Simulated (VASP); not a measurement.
A run of VASP 6.6.1 is set up as follows.

INCAR

```
SYSTEM = Zn3Se2S
PREC = Accurate
ENCUT = 600
EDIFF = 1E-7
ISMEAR = 0
SIGMA = 0.02
LREAL = .False.
LASPH = .True.
NELM = 80
ALGO = Normal
ISIF = 3
LWAVE = .False.
LCHARG = .False.
GGA = PE
IBRION = 2
NSW = 100
EDIFFG = -0.01
```

The input KPOINTS:

```
Automatic mesh
0
Gamma
  12 12 4
  0 0 0
```

Contents of POSCAR:

```
Zn3Se2S
1.0
    3.9859881461      0.0000000000      0.0000000000
   -1.9929940730      3.4519669937      0.0000000000
    0.0000000000      0.0000000000      9.7655900182
Zn Se S
3 2 1
Direct
    0.0000000000      0.0000000000      0.9904876999
    0.6666666667      0.3333333333      0.3330911039
    0.3333333333      0.6666666667      0.6760394109
    0.6666666667      0.3333333333      0.0796643422
    0.3333333333      0.6666666667      0.4216974993
    0.0000000000      0.0000000000      0.7490199439
```

Potentials or basis: VASP PAW PBE potentials, release 64 (Zn, Se, S).

The run is started by

```sh
$ cat potpaw_PBE.64/Zn/POTCAR potpaw_PBE.64/Se/POTCAR potpaw_PBE.64/S/POTCAR > POTCAR
$ mpirun -np 1 vasp_std > vasp.out
```

(1) Estimate the relaxed cell.

(2) What does it give for the band gap on the k mesh?

(3) Estimate the space group after relaxing (to 0.1 Å).

Answers

(1) a = 3.990 Å, b = 3.990 Å, c = 9.778 Å, α = 90.00°, β = 90.00°, γ = 120.00°.

(2) 1.24 eV.

(3) P3m1 (No. 156).
